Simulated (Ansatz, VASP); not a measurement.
**One calculation of GaP, two programs**

```
Ga P
1.0
     0.00000    2.72540    2.61638
     2.72540    0.00000    2.61638
     2.72540    2.72540    0.00000
Ga P
1 1
Direct
  0.00000 0.00000 0.00000
  0.25000 0.25000 0.25000
```

Change from the starting cell: uniaxial_z strain -4.0%.

Alike in both runs: task single point; functional r2SCAN; k mesh 8 × 8 × 8; no spin polarisation.

```csv
,VASP,Ansatz
version,VASP 6.6.1,Ansatz 0.2.0
potentials or method,"VASP PAW PBE potentials, release 64 (Ga_d, P)","plane waves, PAW"
plane-wave cutoff (eV),520,500
occupations,"gaussian, width 0.01 eV",fixed
valence electrons in the cell,18,18
```

Ansatz gave:

```
gap on the k mesh at the Fermi level (eV)                     : 1.41
pressure (GPa)                                                : 3.9
traceless stress, the component that is largest in VASP (GPa) : 2.07
```

What did VASP give for the same quantities?

gap on the k mesh at the Fermi level (eV): 1.42; pressure (GPa): 3.9; traceless stress, the component that is largest in VASP (GPa): 2.08.

VASP's potentials were made for PBE, not for r2SCAN.
